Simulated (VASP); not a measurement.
# Ta2Si (I4/mcm) in VASP: a series of runs

Runs on Ta2Si. Level: PBEsol. Tasks: single point.

Everything below comes from runs of VASP 6.6.1. Logs are shortened: lines on timing, memory, paths and dates and some standing lists are left out, and cuts for length are marked.

## Step 1: The cell of the first run

Symmetry: I4/mcm, No. 140, tetragonal system. The conventional cell has a = 5.889 Å, b = 5.889 Å, c = 4.816 Å, α = 90.00°, β = 90.00°, γ = 90.00°. Within 3.3 Å of Ta (site symmetry m2m) lie 4 Si at 2.52 Å and 11 Ta at 2.69 to 3.12 Å. Within 3.2 Å of Si (site symmetry 422) lie 2 Si at 2.41 Å and 8 Ta at 2.52 Å.

## Step 2: Single point, PBEsol (13.92 Å³/atom)

Contents of INCAR:

```
SYSTEM = Ta2Si
PREC = Accurate
ENCUT = 520
EDIFF = 1E-6
ISMEAR = 0
SIGMA = 0.1
LREAL = .FALSE.
LASPH = .TRUE.
NELM = 80
ALGO = Fast
ISIF = 2
LWAVE = .FALSE.
LCHARG = .FALSE.
GGA = PS
NBANDS = 35
```

Contents of KPOINTS:

```
regular mesh
0
G
  10 10 10
  0 0 0
```

Contents of POSCAR:

```
Ta2Si
1.0
   -2.9444189128      2.9444189128      2.4081527412
    2.9444189128     -2.9444189128      2.4081527412
    2.9444189128      2.9444189128     -2.4081527412
Ta Si
4 2
Direct
    0.6615445778      0.8384554222      0.5000000000
    0.8384554222      0.3384554222      0.1769108443
    0.3384554222      0.1615445778      0.5000000000
    0.1615445778      0.6615445778      0.8230891557
    0.2500000000      0.2500000000      0.0000000000
    0.7500000000      0.7500000000      0.0000000000
```

Potentials or basis: VASP PAW PBE potentials, release 64 (Ta_pv, Si).

Started as:

```console
> cat potpaw_PBE.64/Ta_pv/POTCAR potpaw_PBE.64/Si/POTCAR > POTCAR
> mpirun -np 1 vasp_std > vasp.out
```

OUTCAR:

```text
SYSTEM = Ta2Si
   PREC = Accurate
   ENCUT = 520
   EDIFF = 1E-6
   ISMEAR = 0
   LREAL = .FALSE.
   LASPH = .TRUE.
   NELM = 80
   ISIF = 2
   GGA = PS

 ion  position               nearest neighbor table
   1  0.662  0.838  0.500-   5 2.52   6 2.52   6 2.52   5 2.52   3 2.69   3 2.82   3 2.82   4 3.07
                             2 3.07   4 3.07   2 3.07   4 3.12   2 3.12   2 3.12   4 3.12
   2  0.838  0.338  0.177-   5 2.52   6 2.52   6 2.52   5 2.52   4 2.69   4 2.82   4 2.82   3 3.07
                             1 3.07   1 3.07   3 3.07   3 3.12   1 3.12   1 3.12   3 3.12
   3  0.338  0.162  0.500-   6 2.52   5 2.52   5 2.52   6 2.52   1 2.69   1 2.82   1 2.82   4 3.07
                             2 3.07   4 3.07   2 3.07   4 3.12   2 3.12   4 3.12   2 3.12
   4  0.162  0.662  0.823-   5 2.52   6 2.52   6 2.52   5 2.52   2 2.69   2 2.82   2 2.82   1 3.07
                             3 3.07   3 3.07   1 3.07   1 3.12   3 3.12   3 3.12   1 3.12
   5  0.250  0.250  0.000-   6 2.41   6 2.41   2 2.52   4 2.52   4 2.52   2 2.52   3 2.52   1 2.52
                             1 2.52   3 2.52
   6  0.750  0.750  0.000-   5 2.41   5 2.41   2 2.52   4 2.52   4 2.52   2 2.52   1 2.52   3 2.52
                             1 2.52   3 2.52

  LATTYP: Found a body centered tetragonal cell.
 ALAT       =     5.8888378256
 C/A-ratio  =     0.8178702870

  Lattice vectors:

 A1 = (  -2.9444189128,   2.9444189128,   2.4081527412)
 A2 = (   2.9444189128,  -2.9444189128,   2.4081527412)
 A3 = (   2.9444189128,   2.9444189128,  -2.4081527412)

Analysis of symmetry for initial positions (statically):
=====================================================================
 Subroutine PRICEL returns:
 Original cell was already a primitive cell.

 Routine SETGRP: Setting up the symmetry group for a
 body centered tetragonal supercell.

 Subroutine GETGRP returns: Found 16 space group operations
 (whereof  8 operations were pure point group operations)
 out of a pool of 16 trial point group operations.

The static configuration has the point symmetry C_4h.
 The point group associated with its full space group is D_4h.

Analysis of symmetry for dynamics (positions and initial velocities):
=====================================================================
 Subroutine PRICEL returns:
 Original cell was already a primitive cell.

 Routine SETGRP: Setting up the symmetry group for a
 body centered tetragonal supercell.

 Subroutine GETGRP returns: Found 16 space group operations
 (whereof  8 operations were pure point group operations)
 out of a pool of 16 trial point group operations.

The dynamic configuration has the point symmetry C_4h.
 The point group associated with its full space group is D_4h.

 Subroutine INISYM returns: Found 16 space group operations
 (whereof  8 operations are pure point group operations),
 and found     1 'primitive' translations

----------------------------------------------------------------------------------------

                                     Primitive cell

  volume of cell :      83.5109

  direct lattice vectors                    reciprocal lattice vectors
    -2.944418913  2.944418913  2.408152741     0.000000000  0.169812793  0.207628026
     2.944418913 -2.944418913  2.408152741     0.169812793  0.000000000  0.207628026
     2.944418913  2.944418913 -2.408152741     0.169812793  0.169812793  0.000000000

  length of vectors
     4.810239609  4.810239609  4.810239609     0.268227109  0.268227109  0.240151555

  position of ions in fractional coordinates (direct lattice)
     0.661544578  0.838455422  0.500000000
     0.838455422  0.338455422  0.176910844
     0.338455422  0.161544578  0.500000000
     0.161544578  0.661544578  0.823089156
     0.250000000  0.250000000  0.000000000
     0.750000000  0.750000000  0.000000000

  ion indices of the primitive-cell ions
   primitive index   ion index
                 1           1
                 2           2
                 3           3
                 4           4
                 5           5
                 6           6

----------------------------------------------------------------------------------------

 KPOINTS: regular mesh

Automatic generation of k-mesh.
 Grid dimensions read from file:
 generate k-points for:   10   10   10

 Generating k-lattice:

  Cartesian coordinates                     Fractional coordinates (reciprocal lattice)
     0.000000000  0.016981279  0.020762803     0.100000000  0.000000000  0.000000000
     0.016981279  0.000000000  0.020762803     0.000000000  0.100000000  0.000000000
     0.016981279  0.016981279  0.000000000     0.000000000  0.000000000  0.100000000

  Length of vectors
     0.026822711  0.026822711  0.024015156

  Shift w.r.t. Gamma in fractional coordinates (k-lattice)
     0.000000000  0.000000000  0.000000000

 Subroutine IBZKPT returns following result:
 ===========================================

 Found    102 irreducible k-points:

 Following reciprocal coordinates:
            Coordinates               Weight
  0.000000  0.000000  0.000000      1.000000
  0.100000  0.000000 -0.000000      8.000000
  0.200000  0.000000 -0.000000      8.000000
  0.300000  0.000000 -0.000000      8.000000
  0.400000  0.000000  0.000000      8.000000
  0.500000  0.000000 -0.000000      4.000000
[... 16 lines left out ...]
  0.300000  0.300000 -0.000000      8.000000
  0.400000  0.300000 -0.000000     16.000000
 [... further k-points ...]
   k-points           NKPTS =    102   k-points in BZ     NKDIM =    102   number of bands    NBANDS=     35
   number of dos      NEDOS =    301   number of ions     NIONS =      6
   total plane-waves  NPLWV =  46656
   dimension x,y,z NGX =    36 NGY =   36 NGZ =   36
   dimension x,y,z NGXF=    72 NGYF=   72 NGZF=   72
   ions per type =               4   2
   NGX,Y,Z   is equivalent  to a cutoff of  12.44, 12.44, 12.44 a.u.
   NGXF,Y,Z  is equivalent  to a cutoff of  24.88, 24.88, 24.88 a.u.
 SYSTEM =  Ta2Si
   PREC   = accura    normal or accurate (medium, high low for compatibility)
   ISTART =      0    job   : 0-new  1-cont  2-samecut
   ICHARG =      2    charge: 1-file 2-atom 10-const
   ISPIN  =      1    spin polarized calculation?
   LNONCOLLINEAR =      F non collinear calculations
   LSORBIT =      F    spin-orbit coupling
   LASPH  =      T    aspherical Exc in radial PAW
   ENCUT  =  520.0 eV  38.22 Ry    6.18 a.u.   8.94  8.94  8.94*2*pi/ulx,y,z
   NELM   =     80;   NELMIN=  2; NELMDL= -5     # of ELM steps
   EDIFF  = 0.1E-05   stopping-criterion for ELM
   LREAL  =      F    real-space projection
   EDIFFG = 0.1E-04   stopping-criterion for IOM
   NSW    =      0    number of steps for IOM
   IBRION =     -1    ionic relax: 0-MD 1-quasi-New 2-CG
   NFREE  =      0    steps in history (QN), initial steepest desc. (CG)
   ISIF   =      2    stress and relaxation
   ISYM   =      2    0-nonsym 1-usesym 2-fastsym
   POTIM  = 0.5000    time-step for ionic-motion
   TEBEG  =    0.0;   TEEND  =   0.0 temperature during run
   PSTRESS=    0.0 pullay stress
   NELECT =      52.0000    total number of electrons
   NUPDOWN=      -1.0000    fix difference up-down
   EMIN   =  10.00;   EMAX   =-10.00  energy-range for DOS
   EFERMI =   0.00;   METHOD = LEGACY
   ISMEAR =     0;   SIGMA  =   0.10  broadening in eV -4-tet -1-fermi 0-gaus
   EFERMI_NEDOS =   21; number of points for ismear=-14 and -15
   IALGO  =     68    algorithm
   IMIX   =      4    mixing-type and parameters
     AMIX     =   0.40;   BMIX     =  1.00
     AMIX_MAG =   1.60;   BMIX_MAG =  1.00
  volume/ion in A,a.u.               =      13.92        93.93
  Fermi-wavevector in a.u.,A,eV,Ry     =   1.397960  2.641762 26.589775  1.954293
  Thomas-Fermi vector in A             =   2.521165
   LORBIT       =      0    0 simple, 1 ext, 2 COOP (PROOUT), +10 PAW based schemes
   GGA     = PS    functional components
   LHFCALC =     F    Hartree Fock is set to
   AEXX    =    0.0000 exact exchange contribution
   IVDW    =     0    specifies the selected vdW correction
   LEPSILON=     F    determine dielectric tensor
   LRPA    =     F    only Hartree local field effects (RPA)
 non-spin polarized calculation
 RMM-DIIS sequential band-by-band and
 Gauss-broadening in eV      SIGMA  =   0.10
  energy-cutoff  :      520.00
  volume of cell :       83.51
 maximum number of plane-waves:      2270
   NGX = 17   NGY = 17   NGZ = 17

 number of electron      52.0000007 magnetization

 Free energy of the ion-electron system (eV)
  ---------------------------------------------------
  ext. energy  EPLUGINS =         0.00000000
  ---------------------------------------------------
  free energy    TOTEN  =       -64.08626616 eV

  energy without entropy =      -64.07054391  energy(sigma->0) =      -64.07840503

 E-fermi :   8.8393     XC(G=0): -13.2423

 val. band max:        8.8332949403   @ k =   0.5000   0.5000   0.2000
 cond. band min:       8.8414010375   @ k =   0.5000   0.5000   0.4000
 fundamental gap:      0.0081060972
 Fermi energy:         8.8392932938

 k-point     1 :       0.0000    0.0000    0.0000
  band No.  band energies     occupation
      1     -25.5449      2.00000
      2     -25.4309      2.00000
      3     -25.4309      2.00000
      4     -25.4228      2.00000
      5     -25.3682      2.00000
      6     -25.3682      2.00000
[... 27 lines left out ...]
     34      14.0004      0.00000
     35      15.7549      0.00000

 k-point     2 :       0.1000    0.0000   -0.0000
  band No.  band energies     occupation
      1     -25.5694      2.00000
      2     -25.4975      2.00000
      3     -25.4638      2.00000
      4     -25.3878      2.00000
      5     -25.3213      2.00000
      6     -25.3126      2.00000
[... 27 lines left out ...]
     34      13.6494      0.00000
     35      15.5312      0.00000

 k-point     3 :       0.2000    0.0000   -0.0000
  band No.  band energies     occupation
      1     -25.6167      2.00000
      2     -25.5700      2.00000
      3     -25.4948      2.00000
      4     -25.3307      2.00000
      5     -25.2714      2.00000
      6     -25.2388      2.00000
[... 27 lines left out ...]
     34      14.0461      0.00000
     35      14.7135      0.00000
[... 723 lines left out ...]
 k-point    23 :       0.3000    0.3000   -0.0000
  band No.  band energies     occupation
      1     -25.7033      2.00000
      2     -25.4998      2.00000
      3     -25.4949      2.00000
      4     -25.3764      2.00000
      5     -25.3100      2.00000
      6     -25.1390      2.00000
[... 27 lines left out ...]
     34      13.0664      0.00000
     35      14.1062      0.00000

 k-point    24 :       0.4000    0.3000   -0.0000
  band No.  band energies     occupation
      1     -25.6750      2.00000
      2     -25.5027      2.00000
      3     -25.4781      2.00000
      4     -25.3946      2.00000
      5     -25.2885      2.00000
      6     -25.1762      2.00000
[... 27 lines left out ...]
     34      13.4119      0.00000
     35      13.9098      0.00000

 [... further k-points ...]
[... 5 lines left out ...]
  --------------------------------------------------------------------------------------
  -------------------------------------------------------------------------------------
  Total       19.8638034     19.8638034     19.7748812      0.0000000      0.0000000      0.0000000
  in kB      381.0919475    381.0919475    379.3859536      0.0000000      0.0000000      0.0000000
  external PRESSURE =     380.5232828 kB  Pullay stress =       0.0000000 kB

 VOLUME and BASIS-vectors are now :
 -----------------------------------------------------------------------------
  energy-cutoff  :      520.00
  volume of cell :       83.51
      direct lattice vectors                 reciprocal lattice vectors
    -2.944418913  2.944418913  2.408152741     0.000000000  0.169812793  0.207628026
     2.944418913 -2.944418913  2.408152741     0.169812793  0.000000000  0.207628026
     2.944418913  2.944418913 -2.408152741     0.169812793  0.169812793  0.000000000

 POSITION                                       TOTAL-FORCE (eV/Angst)
 -----------------------------------------------------------------------------------
      1.99311      0.95131      2.40815         0.005972     -0.005972     -0.000000
     -0.95131      1.99311      2.40815         0.005972      0.005972     -0.000000
      0.95131      1.99311      0.00000        -0.005972      0.005972     -0.000000
      3.89573      0.95131     -0.00000        -0.005972     -0.005972      0.000000
      0.00000      0.00000      1.20408         0.000000      0.000000      0.000000
      0.00000      0.00000      3.61223         0.000000      0.000000      0.000000
 -----------------------------------------------------------------------------------
    total drift:                               -0.000000     -0.000000     -0.000000

  FREE ENERGIE OF THE ION-ELECTRON SYSTEM (eV)
  ---------------------------------------------------
  free  energy   TOTEN  =       -64.0862661566 eV

  energy  without entropy=      -64.0705439106  energy(sigma->0) =      -64.07840503
```

Run time: 2.3 min. Hardware: 1 thread of Intel Xeon Platinum 8559C (Emerald Rapids), shared host; peak memory 0.36 GiB.

What came out:

| Item | Value |
| --- | --- |
| Free energy | -64.0863 eV |
| Pressure | 38.1 GPa |
| Largest force | 0.008 eV/Å |
| Band gap on the k mesh | zero (bands 26 and 27 overlap by 0.85 eV) |

Forces in eV/Å, atoms in the order of the input:
```
Ta   0.006 -0.006  0.000
Ta   0.006  0.006  0.000
Ta  -0.006  0.006  0.000
Ta  -0.006 -0.006  0.000
Si   0.000  0.000  0.000
Si   0.000  0.000  0.000
```

Caveat: the cell stands under pressure; the PAW data sets were made with another functional, which shifts forces and pressure a little; spin-orbit coupling is left out, which moves the levels of the heavy elements.

## Step 3: Single point, PBEsol (14.39 Å³/atom)

This run uses another cell than the first one, of 14.39 Å³/atom.

Contents of INCAR:

```
  PREC = Accurate
  ENCUT = 520
  EDIFF = 1E-6
  ISMEAR = 0
  SIGMA = 0.1
  LREAL = F
  LASPH = T
  NELM = 60
  ALGO = Fast
  ISIF = 2
  LWAVE = F
  LCHARG = F
  GGA = PS
  NBANDS = 35
```

Contents of KPOINTS:

```
regular mesh
0
Gamma
  10 10 10
```

Contents of POSCAR:

```
Ta2Si
1.0
   -2.9764744517      2.9764744517      2.4368995538
    2.9764744517     -2.9764744517      2.4368995538
    2.9764744517      2.9764744517     -2.4368995538
Ta Si
4 2
Direct
    0.6619727385      0.8380272615      0.5000000000
    0.8380272615      0.3380272615      0.1760545231
    0.3380272615      0.1619727385      0.5000000000
    0.1619727385      0.6619727385      0.8239454769
    0.2500000000      0.2500000000      0.0000000000
    0.7500000000      0.7500000000      0.0000000000
```

Potentials or basis: VASP PAW PBE potentials, release 64 (Ta_pv, Si).

Started as:

```console
> cat potpaw_PBE.64/Ta_pv/POTCAR potpaw_PBE.64/Si/POTCAR > POTCAR
> mpirun -np 1 vasp_std > vasp.out
```

Run time: 2.7 min. Hardware: 1 thread of Intel Xeon Platinum 8559C (Emerald Rapids), shared host; peak memory 0.37 GiB.

Results (log left out):

```
Free energy            : -64.6570 eV
Pressure               : 26.4 GPa
Largest force          : 0.008 eV/Å
Band gap on the k mesh : zero (bands 26 and 27 overlap by 0.85 eV)
```

Forces on the atoms (eV/Å):
```
Ta   0.006 -0.006  0.000
Ta   0.006  0.006  0.000
Ta  -0.006  0.006  0.000
Ta  -0.006 -0.006  0.000
Si   0.000  0.000  0.000
Si   0.000  0.000  0.000
```

Stress tensor (GPa, compression positive):
```
26.45  0.00  0.00
 0.00 26.45  0.00
 0.00  0.00 26.30
```

Levels at points of the mesh, in eV from the Fermi level:
```csv
k point,band 24,band 25,band 26,band 27,band 28,band 29
"(0.00, 0.00, 0.00)",-2.15,0.21,0.24,1.00,1.42,1.42
"(0.50, 0.00, 0.00)",-2.24,-0.99,-0.99,0.68,0.68,2.11
"(0.50, 0.50, 0.00)",-1.48,-0.31,0.00,0.06,0.68,1.53
"(0.50, 0.50, 0.50)",-1.18,-1.15,-1.15,-0.34,0.09,0.70
```

Caveat: the cell stands under pressure; the PAW data sets were made with another functional, which shifts forces and pressure a little; spin-orbit coupling is left out, which moves the levels of the heavy elements.

## Step 4: Single point, PBEsol (14.87 Å³/atom)

This run uses another cell than the first one, of 14.87 Å³/atom.

Contents of INCAR:

```
SYSTEM = Ta2Si
PREC     = Accurate       ! precision mode
ENCUT    = 520            ! plane-wave cutoff, eV
EDIFF    = 1E-6           ! SCF threshold, eV
ISMEAR   = 0              ! smearing method
SIGMA    = 0.1            ! smearing width, eV
LREAL    = .False.        ! projectors in reciprocal space
LASPH    = .True.         ! aspherical terms in the spheres
NELM     = 80             ! most SCF steps
ALGO     = Fast           ! electronic algorithm
ISIF     = 2              ! what is computed and relaxed
LWAVE    = .False.        ! write WAVECAR
LCHARG   = .False.        ! write CHGCAR
GGA      = PS             ! functional
NBANDS   = 35             ! bands
```

Contents of KPOINTS:

```
Automatic mesh
0
Gamma
  10 10 10
  0 0 0
```

Contents of POSCAR:

```
Ta2Si
1.0
   -3.0077672889      3.0077672889      2.4651306665
    3.0077672889     -3.0077672889      2.4651306665
    3.0077672889      3.0077672889     -2.4651306665
Ta Si
4 2
Direct
    0.6623622555      0.8376377445      0.5000000000
    0.8376377445      0.3376377445      0.1752754891
    0.3376377445      0.1623622555      0.5000000000
    0.1623622555      0.6623622555      0.8247245109
    0.2500000000      0.2500000000      0.0000000000
    0.7500000000      0.7500000000      0.0000000000
```

Started as:

```console
> cat potpaw_PBE.64/Ta_pv/POTCAR potpaw_PBE.64/Si/POTCAR > POTCAR
> mpirun -np 1 vasp_std > vasp.out
```

It took 3.7 min on 1 thread of Intel Xeon Platinum 8559C (Emerald Rapids), shared host; peak memory 0.42 GiB.

Results (log left out):

- Free energy: -65.0353 eV
- Pressure: 16.4 GPa
- Largest force: 0.007 eV/Å
- Band gap on the k mesh: zero (bands 26 and 27 overlap by 0.84 eV)

Forces on the atoms (eV/Å):
```
Ta   0.005 -0.005  0.000
Ta   0.005  0.005  0.000
Ta  -0.005  0.005  0.000
Ta  -0.005 -0.005  0.000
Si   0.000  0.000  0.000
Si   0.000  0.000  0.000
```

Stress tensor (GPa, compression positive):
```
16.40  0.00  0.00
 0.00 16.40  0.00
 0.00  0.00 16.28
```

Levels at points of the mesh, in eV from the Fermi level:
| k point | band 22 | band 23 | band 24 | band 25 | band 26 | band 27 | band 28 | band 29 | band 30 | band 31 |
| --- | --- | --- | --- | --- | --- | --- | --- | --- | --- | --- |
| (0.00, 0.00, 0.00) | -2.60 | -2.60 | -2.10 | 0.21 | 0.22 | 0.97 | 1.39 | 1.39 | 1.69 | 1.69 |
| (0.50, 0.00, 0.00) | -2.21 | -2.15 | -2.15 | -1.02 | -1.02 | 0.69 | 0.69 | 2.04 | 2.04 | 3.00 |
| (0.50, 0.50, 0.00) | -2.38 | -1.96 | -1.47 | -0.28 | 0.01 | 0.06 | 0.67 | 1.47 | 1.94 | 3.49 |
| (0.50, 0.50, 0.50) | -1.63 | -1.15 | -1.13 | -1.10 | -1.10 | -0.30 | 0.14 | 0.71 | 0.71 | 2.98 |

Caveat: the cell stands under pressure; the PAW data sets were made with another functional, which shifts forces and pressure a little; spin-orbit coupling is left out, which moves the levels of the heavy elements.

(Part 1 of 2 ends here.)
